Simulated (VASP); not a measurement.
The system is Ga2GeO2.

```
Ga Ge O
1.0
     3.80053    0.00000    0.00000
     0.00000    3.80053    0.00000
     0.00000    0.00000    5.47656
Ga Ge O
2 1 2
Direct
  0.50000 0.00000 0.17267
  0.00000 0.50000 0.17267
  0.50000 0.50000 0.68842
  0.50000 0.00000 0.81596
  0.00000 0.50000 0.81596
```

```yaml
Program: VASP 6.6.1
Task: relaxation of cell and atoms
Functional: PBE
Potentials_or_basis: VASP PAW PBE potentials, release 64 (Ga_d, Ge_d, O)
Cutoff: 600 eV
k_mesh: 10 × 10 × 8
Occupations: gaussian, width 0.1 eV
Spin: no spin polarisation
```

At the start: pressure 0.6 GPa; volume 15.82 Å³/atom.

**Question.** Where does the relaxation end?

**Answer.** Over 16 steps the energy falls by 4.6 meV/atom and the volume is 16.66 Å³/atom (+5.3 %); space group P4mm (No. 99, to 0.05 Å).

Step by step:
| step | energy change (eV) | largest force (eV/Å) | pressure (GPa) | volume (Å³) |
| --- | --- | --- | --- | --- |
| 1 | 0.0000 | 0.2030 | 0.63 | 79.10 |
| 2 | -0.0074 | 0.1199 | 0.25 | 79.81 |
| 3 | -0.0097 | 0.0819 | -0.04 | 80.49 |
| 4 | -0.0116 | 0.0561 | 0.14 | 80.56 |
| 5 | -0.0137 | 0.0959 | 0.84 | 80.76 |
| 6 | -0.0141 | 0.0941 | 0.69 | 80.82 |
| 7 | -0.0154 | 0.0885 | 0.75 | 80.99 |
| 8 | -0.0175 | 0.0787 | 0.67 | 81.34 |
| 9 | -0.0205 | 0.0708 | 0.50 | 82.03 |
| 10 | -0.0221 | 0.0646 | 0.29 | 83.41 |
| 11 | -0.0222 | 0.0666 | 0.35 | 83.13 |
| 12 | -0.0227 | 0.0499 | 0.12 | 83.21 |
| 13 | -0.0228 | 0.0557 | 0.00 | 83.26 |
| 14 | -0.0228 | 0.0573 | 0.00 | 83.27 |
| 15 | -0.0229 | 0.0393 | 0.02 | 83.28 |
| 16 | -0.0230 | 0.0038 | 0.04 | 83.31 |

Final structure:
```cif
data_structure
_symmetry_space_group_name_H-M 'P 1'
_symmetry_Int_Tables_number 1
_cell_length_a 3.8140
_cell_length_b 3.8140
_cell_length_c 5.7269
_cell_angle_alpha 90.000
_cell_angle_beta 90.000
_cell_angle_gamma 90.000
_cell_volume 83.31
loop_
_atom_site_label
_atom_site_type_symbol
_atom_site_fract_x
_atom_site_fract_y
_atom_site_fract_z
_atom_site_occupancy
Ga1 Ga 0.50000 0.00000 0.16037 1
Ga2 Ga 0.00000 0.50000 0.16037 1
Ge1 Ge 0.50000 0.50000 0.69292 1
O1 O 0.50000 0.00000 0.82601 1
O2 O 0.00000 0.50000 0.82601 1
```
